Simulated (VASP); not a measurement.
Input of a VASP 6.6.1 run:

The input INCAR:

```
  ALGO = Fast
  EDIFF = 1E-6
  ENCUT = 520
  GGA = PE
  ISIF = 2
  ISMEAR = 0
  LASPH = T
  LCHARG = F
  LREAL = F
  LWAVE = F
  NBANDS = 19
  NELM = 80
  PREC = Accurate
  SIGMA = 0.1
```

The input KPOINTS:

```
k-points
0
Gamma
  18 18 10
```

Contents of POSCAR:

```
Ti
1.0
    3.0350936465      0.0000000000      0.0000000000
   -1.5175468233      2.6284682007      0.0000000000
    0.0000000000      0.0000000000      4.7953134652
Ti
2
Direct
    0.3333333333      0.6666666667      0.2500000000
    0.6666666667      0.3333333333      0.7500000000
```

Potentials or basis: VASP PAW PBE potentials, release 64 (Ti_sv).

Run with:

```bash
$ cat potpaw_PBE.64/Ti_sv/POTCAR > POTCAR
$ mpirun -np 1 vasp_std > vasp.out
```

What does it give for the band gap on the k mesh?

Zero (band 12 reaches 8.07 eV, above the bottom of band 13 at 7.03 eV).

Estimate the pressure.

-9.1 GPa.
